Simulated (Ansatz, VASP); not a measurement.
Rb2ScCdC6N6: VASP beside Ansatz

```
Rb Sc Cd C N
1.0
     0.00000    5.28950    5.28950
     5.28950    0.00000    5.28950
     5.28950    5.28950    0.00000
Rb Sc Cd C N
2 1 1 6 6
Cartesian
  2.6448 2.6448 2.6448
  7.9343 7.9343 7.9343
  0.0000 0.0000 0.0000
  5.2895 5.2895 5.2895
  2.0220 5.2895 5.2895
  5.2895 2.0220 5.2895
  5.2895 5.2895 2.0220
  8.5570 5.2895 5.2895
  5.2895 8.5570 5.2895
  5.2895 5.2895 8.5570
  3.1920 5.2895 5.2895
  5.2895 3.1920 5.2895
  5.2895 5.2895 3.1920
  7.3870 5.2895 5.2895
  5.2895 7.3870 5.2895
  5.2895 5.2895 7.3870
```

Alike in both runs: task relaxation of cell and atoms; functional PBE; k mesh 4 × 4 × 4; occupations gaussian, width 0.1 eV; no spin polarisation.

|  | VASP | Ansatz |
| --- | --- | --- |
| version | VASP 6.6.1 | Ansatz 0.2.0 |
| potentials or method | VASP PAW PBE potentials, release 64 (Rb_sv, Sc_sv, Cd, C, N), cutoff 600 eV | scalar-relativistic, plane waves, PAW |
| valence electrons in the cell | 95 | 103 |

Ansatz gave:

| Quantity | Value |
| --- | --- |
| gap on the k mesh at the Fermi level, each at its own relaxed structure (eV) | none |
| relaxed volume (Å³/atom) | 24.36 |
| relaxed length of the cell vector where the two differ most in proportion (Å) | 8.199 |

Question: What did VASP give for the same quantities?

Answer: gap on the k mesh at the Fermi level, each at its own relaxed structure (eV): none; relaxed volume (Å³/atom): 24.74; relaxed length of the cell vector where the two differ most in proportion (Å): 8.242.

A gap of «none» marks a metal or a gap that the smearing closes. VASP's potentials hold 95 valence electrons a cell and Ansatz's 103, so a difference there can come from the potentials and not from the codes.

Noted on VASP's run: the standard files for N, O and F lose accuracy on very short bonds; the volume moved by over 15 % at a fixed basis, so the end points are rough.
